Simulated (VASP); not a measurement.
# ZnO (P6_3/mmc) in VASP: single point with PBE

Aim: the single point of ZnO with PBE.

All numbers are computed with VASP 6.6.1; they aren't measurements. Logs are shortened: lines on timing, memory, paths and dates and some standing lists are left out, and cuts for length are marked.

## Step 1: The cell of the first run

The structure is hexagonal, space group P6_3/mmc (No. 194). Conventional cell: a = 2.977 Å, b = 2.977 Å, c = 5.126 Å, α = 90.00°, β = 90.00°, γ = 120.00°. Within 2.8 Å of Zn (site symmetry -3m) lie 6 O at 2.14 Å and 2 Zn at 2.56 Å. Within 2.8 Å of O (site symmetry -6m2) lie 6 Zn at 2.14 Å.

## Step 2: Single point, PBE

Contents of INCAR:

```
PREC     = Accurate       # precision mode
ENCUT    = 1340           # plane-wave cutoff, eV
EDIFF    = 1E-6           # SCF threshold, eV
ISMEAR   = 0              # smearing method
SIGMA    = 0.01           # smearing width, eV
LREAL    = F              # projectors in reciprocal space
LASPH    = T              # aspherical terms in the spheres
NELM     = 120            # most SCF steps
ALGO     = Normal         # electronic algorithm
ISIF     = 2              # what is computed and relaxed
LWAVE    = F              # write WAVECAR
LCHARG   = T              # write CHGCAR
GGA      = PE             # functional
LELF     = T              # ELF
LVHAR    = T            
NBANDS   = 26             # bands
GGA_COMPAT= F
```

Contents of KPOINTS:

```
regular mesh
0
Gamma
  12 12 6
```

Contents of POSCAR:

```
ZnO
1.0
    2.9768605358      0.0000000000      0.0000000000
   -1.4884302679      2.5780368475      0.0000000000
    0.0000000000      0.0000000000      5.1256341728
Zn O
2 2
Direct
    0.0000000000      0.0000000000      0.0000000000
    0.0000000000      0.0000000000      0.5000000000
    0.3333333333      0.6666666667      0.2500000000
    0.6666666667      0.3333333333      0.7500000000
```

Potentials or basis: VASP PAW PBE potentials, release 64 (Zn, O_h).

Run with:

```sh
$ cat potpaw_PBE.64/Zn/POTCAR potpaw_PBE.64/O_h/POTCAR > POTCAR
$ mpirun -np 1 vasp_std > vasp.out
```

OUTCAR:

```text
PREC = Accurate
   ENCUT = 1340
   EDIFF = 1E-6
   ISMEAR = 0
   LREAL = F
   LASPH = T
   NELM = 120
   ISIF = 2
   GGA = PE

 ion  position               nearest neighbor table
   1  0.000  0.000  0.000-   3 2.14   4 2.14   3 2.14   4 2.14   4 2.14   3 2.14   2 2.56   2 2.56

   2  0.000  0.000  0.500-   3 2.14   4 2.14   3 2.14   4 2.14   4 2.14   3 2.14   1 2.56   1 2.56

   3  0.333  0.667  0.250-   1 2.14   2 2.14   1 2.14   2 2.14   1 2.14   2 2.14
   4  0.667  0.333  0.750-   1 2.14   2 2.14   1 2.14   2 2.14   1 2.14   2 2.14

  LATTYP: Found a hexagonal cell.
 ALAT       =     2.9768605358
 C/A-ratio  =     1.7218254302

  Lattice vectors:

 A1 = (   2.9768605358,   0.0000000000,   0.0000000000)
 A2 = (  -1.4884302679,   2.5780368475,   0.0000000000)
 A3 = (   0.0000000000,   0.0000000000,   5.1256341728)

Analysis of symmetry for initial positions (statically):
=====================================================================
 Subroutine PRICEL returns:
 Original cell was already a primitive cell.

 Routine SETGRP: Setting up the symmetry group for a
 hexagonal supercell.

 Subroutine GETGRP returns: Found 24 space group operations
 (whereof 12 operations were pure point group operations)
 out of a pool of 24 trial point group operations.

The static configuration has the point symmetry D_3d.
 The point group associated with its full space group is D_6h.

Analysis of symmetry for dynamics (positions and initial velocities):
=====================================================================
 Subroutine PRICEL returns:
 Original cell was already a primitive cell.

 Routine SETGRP: Setting up the symmetry group for a
 hexagonal supercell.

 Subroutine GETGRP returns: Found 24 space group operations
 (whereof 12 operations were pure point group operations)
 out of a pool of 24 trial point group operations.

The dynamic configuration has the point symmetry D_3d.
 The point group associated with its full space group is D_6h.

 Subroutine INISYM returns: Found 24 space group operations
 (whereof 12 operations are pure point group operations),
 and found     1 'primitive' translations

----------------------------------------------------------------------------------------

                                     Primitive cell

  volume of cell :      39.3365

  direct lattice vectors                    reciprocal lattice vectors
     2.976860536  0.000000000  0.000000000     0.335924370  0.193946025  0.000000000
    -1.488430268  2.578036847  0.000000000     0.000000000  0.387892051  0.000000000
     0.000000000  0.000000000  5.125634173     0.000000000  0.000000000  0.195097810

  length of vectors
     2.976860536  2.976860536  5.125634173     0.387892051  0.387892051  0.195097810

  position of ions in fractional coordinates (direct lattice)
     0.000000000  0.000000000  0.000000000
     0.000000000  0.000000000  0.500000000
     0.333333333  0.666666667  0.250000000
     0.666666667  0.333333333  0.750000000

  ion indices of the primitive-cell ions
   primitive index   ion index
                 1           1
                 2           2
                 3           3
                 4           4

----------------------------------------------------------------------------------------

 KPOINTS: regular mesh

Automatic generation of k-mesh.
 Grid dimensions read from file:
 generate k-points for:   12   12    6

 Generating k-lattice:

  Cartesian coordinates                     Fractional coordinates (reciprocal lattice)
     0.027993697  0.016162169  0.000000000     0.083333333  0.000000000  0.000000000
     0.000000000  0.032324338  0.000000000     0.000000000  0.083333333  0.000000000
     0.000000000  0.000000000  0.032516302     0.000000000  0.000000000  0.166666667

  Length of vectors
     0.032324338  0.032324338  0.032516302

  Shift w.r.t. Gamma in fractional coordinates (k-lattice)
     0.000000000  0.000000000  0.000000000

 Subroutine IBZKPT returns following result:
 ===========================================

 Found     76 irreducible k-points:

 Following reciprocal coordinates:
            Coordinates               Weight
  0.000000  0.000000  0.000000      1.000000
  0.083333 -0.000000  0.000000      6.000000
  0.166667 -0.000000  0.000000      6.000000
  0.250000 -0.000000  0.000000      6.000000
  0.333333 -0.000000  0.000000      6.000000
  0.416667 -0.000000  0.000000      6.000000
[... 16 lines left out ...]
  0.250000 -0.000000  0.166667     12.000000
  0.333333 -0.000000  0.166667     12.000000
 [... further k-points ...]
   k-points           NKPTS =     76   k-points in BZ     NKDIM =     76   number of bands    NBANDS=     26
   number of dos      NEDOS =    301   number of ions     NIONS =      4
   total plane-waves  NPLWV =  82944
   dimension x,y,z NGX =    36 NGY =   36 NGZ =   64
   dimension x,y,z NGXF=    72 NGYF=   72 NGZF=  128
   ions per type =               2   2
   NGX,Y,Z   is equivalent  to a cutoff of  20.10, 20.10, 20.76 a.u.
   NGXF,Y,Z  is equivalent  to a cutoff of  40.21, 40.21, 41.52 a.u.
 SYSTEM =  unknown system
   PREC   = accura    normal or accurate (medium, high low for compatibility)
   ISTART =      0    job   : 0-new  1-cont  2-samecut
   ICHARG =      2    charge: 1-file 2-atom 10-const
   ISPIN  =      1    spin polarized calculation?
   LNONCOLLINEAR =      F non collinear calculations
   LSORBIT =      F    spin-orbit coupling
   LASPH  =      T    aspherical Exc in radial PAW
   ENCUT  = 1340.0 eV  98.49 Ry    9.92 a.u.   8.89  8.89 15.30*2*pi/ulx,y,z
   NELM   =    120;   NELMIN=  2; NELMDL= -5     # of ELM steps
   EDIFF  = 0.1E-05   stopping-criterion for ELM
   LREAL  =      F    real-space projection
   EDIFFG = 0.1E-04   stopping-criterion for IOM
   NSW    =      0    number of steps for IOM
   IBRION =     -1    ionic relax: 0-MD 1-quasi-New 2-CG
   NFREE  =      0    steps in history (QN), initial steepest desc. (CG)
   ISIF   =      2    stress and relaxation
   ISYM   =      2    0-nonsym 1-usesym 2-fastsym
   POTIM  = 0.5000    time-step for ionic-motion
   TEBEG  =    0.0;   TEEND  =   0.0 temperature during run
   PSTRESS=    0.0 pullay stress
   NELECT =      36.0000    total number of electrons
   NUPDOWN=      -1.0000    fix difference up-down
   EMIN   =  10.00;   EMAX   =-10.00  energy-range for DOS
   EFERMI =   0.00;   METHOD = LEGACY
   ISMEAR =     0;   SIGMA  =   0.01  broadening in eV -4-tet -1-fermi 0-gaus
   EFERMI_NEDOS =   21; number of points for ismear=-14 and -15
   IALGO  =     38    algorithm
   IMIX   =      4    mixing-type and parameters
     AMIX     =   0.40;   BMIX     =  1.00
     AMIX_MAG =   1.60;   BMIX_MAG =  1.00
  volume/ion in A,a.u.               =       9.83        66.36
  Fermi-wavevector in a.u.,A,eV,Ry     =   1.589439  3.003605 34.372630  2.526317
  Thomas-Fermi vector in A             =   2.688288
   LORBIT       =      0    0 simple, 1 ext, 2 COOP (PROOUT), +10 PAW based schemes
   GGA     = PE    functional components
   LHFCALC =     F    Hartree Fock is set to
   AEXX    =    0.0000 exact exchange contribution
   IVDW    =     0    specifies the selected vdW correction
   LEPSILON=     F    determine dielectric tensor
   LRPA    =     F    only Hartree local field effects (RPA)
 non-spin polarized calculation
 Gauss-broadening in eV      SIGMA  =   0.01
  energy-cutoff  :     1340.00
  volume of cell :       39.34
 maximum number of plane-waves:      4410
 NGX is ok and might be reduce to    36
   NGX = 17   NGY = 17   NGZ = 31

 number of electron      35.9999997 magnetization

 Free energy of the ion-electron system (eV)
  ---------------------------------------------------
  ext. energy  EPLUGINS =         0.00000000
  ---------------------------------------------------
  free energy    TOTEN  =       -16.91261877 eV

  energy without entropy =      -16.91261877  energy(sigma->0) =      -16.91261877

 E-fermi :   3.2064     XC(G=0): -12.2501

 val. band max:        3.0751764552   @ k =   0.0000   0.0000   0.0000
 cond. band min:       3.8044545930   @ k =   0.0000   0.0000   0.0000
 fundamental gap:      0.7292781377
 Fermi energy:         3.2063569877

 k-point     1 :       0.0000    0.0000    0.0000
  band No.  band energies     occupation
      1     -15.4925      2.00000
      2     -14.2614      2.00000
      3      -4.3895      2.00000
      4      -2.7657      2.00000
      5      -2.7657      2.00000
      6      -2.5842      2.00000
[... 18 lines left out ...]
     25      21.0710      0.00000
     26      21.2982      0.00000

 k-point     2 :       0.0833   -0.0000    0.0000
  band No.  band energies     occupation
      1     -15.4211      2.00000
      2     -14.2368      2.00000
      3      -4.2693      2.00000
      4      -2.7523      2.00000
      5      -2.7485      2.00000
      6      -2.5860      2.00000
[... 18 lines left out ...]
     25      19.8191      0.00000
     26      20.1664      0.00000

 k-point     3 :       0.1667   -0.0000    0.0000
  band No.  band energies     occupation
      1     -15.2175      2.00000
      2     -14.1699      2.00000
      3      -3.9268      2.00000
      4      -2.7175      2.00000
      5      -2.7107      2.00000
      6      -2.6275      2.00000
[... 18 lines left out ...]
     25      17.9779      0.00000
     26      18.9686      0.00000

 k-point     4 :       0.2500   -0.0000    0.0000
  band No.  band energies     occupation
      1     -14.9156      2.00000
      2     -14.0812      2.00000
      3      -3.4416      2.00000
      4      -2.9297      2.00000
      5      -2.7206      2.00000
      6      -2.6341      2.00000
[... 18 lines left out ...]
     25      17.7067      0.00000
     26      18.0559      0.00000
[... 496 lines left out ...]
      1     -15.1559      2.00000
      2     -14.2508      2.00000
      3      -3.8026      2.00000
      4      -2.6620      2.00000
      5      -2.6361      2.00000
      6      -2.5728      2.00000
[... 18 lines left out ...]
     25      17.8502      0.00000
     26      18.8163      0.00000

 k-point    23 :       0.2500   -0.0000    0.1667
  band No.  band energies     occupation
      1     -14.8646      2.00000
      2     -14.1428      2.00000
      3      -3.4462      2.00000
      4      -2.9277      2.00000
      5      -2.6647      2.00000
      6      -2.5697      2.00000
[... 18 lines left out ...]
     25      17.7214      0.00000
     26      18.0565      0.00000

 k-point    24 :       0.3333   -0.0000    0.1667
  band No.  band energies     occupation
      1     -14.5365      2.00000
      2     -14.0432      2.00000
      3      -3.5253      2.00000
      4      -3.1783      2.00000
      5      -2.7136      2.00000
      6      -2.5742      2.00000
[... 18 lines left out ...]
     25      16.8780      0.00000
     26      18.3197      0.00000

 [... further k-points ...]

------------------------ aborting loop because EDIFF is reached ----------------------------------------

  FORCE on cell =-STRESS in cart. coord.  units (eV):
  Direction    XX          YY          ZZ          XY          YZ          ZX
  --------------------------------------------------------------------------------------
  -------------------------------------------------------------------------------------
  Total        2.1502379      2.1502379      2.2814001      0.0000000      0.0000000      0.0000000
  in kB       87.5793807     87.5793807     92.9216292      0.0000000      0.0000000      0.0000000
  external PRESSURE =      89.3601302 kB  Pullay stress =       0.0000000 kB

 VOLUME and BASIS-vectors are now :
 -----------------------------------------------------------------------------
  energy-cutoff  :     1340.00
  volume of cell :       39.34
      direct lattice vectors                 reciprocal lattice vectors
     2.976860536  0.000000000  0.000000000     0.335924370  0.193946025  0.000000000
    -1.488430268  2.578036847  0.000000000     0.000000000  0.387892051  0.000000000
     0.000000000  0.000000000  5.125634173     0.000000000  0.000000000  0.195097810

 POSITION                                       TOTAL-FORCE (eV/Angst)
 -----------------------------------------------------------------------------------
      0.00000      0.00000      0.00000        -0.000000      0.000000     -0.000000
      0.00000      0.00000      2.56282        -0.000000      0.000000     -0.000000
     -0.00000      1.71869      1.28141         0.000000      0.000000      0.000000
      1.48843      0.85935      3.84423        -0.000000     -0.000000     -0.000000
 -----------------------------------------------------------------------------------
    total drift:                               -0.000000      0.000000     -0.000000

  FREE ENERGIE OF THE ION-ELECTRON SYSTEM (eV)
  ---------------------------------------------------
  free  energy   TOTEN  =       -16.9126187715 eV

  energy  without entropy=      -16.9126187715  energy(sigma->0) =      -16.91261877
```

Wall time 5.5 min (1 thread of AMD EPYC 7R43 (Zen 3), shared host); peak memory 0.4 GiB.

What came out:

```yaml
Free_energy: -16.9126 eV
Pressure: 8.9 GPa
Band_gap_on_the_k_mesh: 0.73 eV
```

Caveat: the cell stands under pressure; semilocal functionals underestimate gaps, and a narrow one can read as zero.
